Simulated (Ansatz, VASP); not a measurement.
CoO: VASP beside Ansatz

The input INCAR:

```
SYSTEM = CoO
PREC = Accurate
ENCUT = 520
EDIFF = 1E-6
ISMEAR = 0
SIGMA = 0.05
LREAL = .False.
LASPH = .True.
NELM = 150
ALGO = Normal
ISIF = 2
LWAVE = .False.
LCHARG = .False.
ISPIN = 2
MAGMOM = 2 0
LORBIT = 11
LMAXMIX = 4
LDAU = .True.
LDAUTYPE = 2
LDAUL = 2 -1
LDAUU = 3 0
LDAUJ = 0 0
LDAUPRINT = 1
GGA = PS
NBANDS = 18
```

KPOINTS

```
regular mesh
0
Gamma
  7 7 7
  0 0 0
```

Contents of POSCAR:

```
CoO
1.0
    0.0000000000      2.3436418400      2.3436418400
    2.3436418400      0.0000000000      2.3436418400
    2.3436418400      2.3436418400      0.0000000000
Co O
1 1
Direct
    0.0000000000      0.0000000000      0.0000000000
    0.2500000000      0.2500000000      0.2500000000
```

The input input.yaml:

```yaml
crystal:
  lattice:
    - [0.0, 2.34364184, 2.34364184]
    - [2.34364184, 0.0, 2.34364184]
    - [2.34364184, 2.34364184, 0.0]
  atoms:
    - { symbol: Co, position: [0.0, 0.0, 0.0], spin: 2.0 }
    - { symbol: O, position: [0.25, 0.25, 0.25] }
kpoints:
  mp_grid: { grid: [7, 7, 7] }
scf:
  occupations: { method: gaussian, width: 0.05 }
hamiltonian:
  xc: pbesol
  pseudopotentials: { kind: all_electron, lapw: { basis_error: 0.001 } }
  hubbard:
    sites: [{ species: Co, l: d, u_eff: 3 }]
    double_counting: fll
    projectors: ortho-atomic
magnetization:
  spin_polarized: true
output:
  forces: true
  stress: true
  eigenvalues: true
  hubbard: {}
```

Alike in both runs: task single point; functional PBEsol; k mesh 7 × 7 × 7; occupations gaussian, width 0.05 eV; collinear spin; Hubbard terms Co d U = 3.0 eV.

```csv
,VASP,Ansatz
version,VASP 6.6.1,Ansatz 0.2.0
potentials or method,"VASP PAW PBE potentials, release 64 (Co, O), cutoff 520 eV","all-electron LAPW, scalar-relativistic"
```

|  | VASP | Ansatz | Ansatz less VASP |
| --- | --- | --- | --- |
| gap on the k mesh at the Fermi level (eV) | 0.42 | 0.30 | -0.120 |
| least direct gap on the mesh (eV) | 0.42 | 0.30 | -0.120 |
| pressure (GPa) | -11.7 | -10.1 | +1.54 |
| net moment per atom (μB) | 1.50 | 1.50 | 0.000 |
| size of the moment on the site where the two differ most (μB) | 2.69 | 2.63 | -0.064 |

VASP's potentials were made for PBE, not for PBEsol. Site moments also hang on the region over which each program counts them. The programs project onto different local orbitals, so the same U acts differently, and such runs can settle in different states. Ansatz ran all-electron here, and VASP with PAW potentials.

Noted on Ansatz's run: the magnetic state may not be the lowest; U is the effective U less J, on atomic orbitals that reach past the spheres.
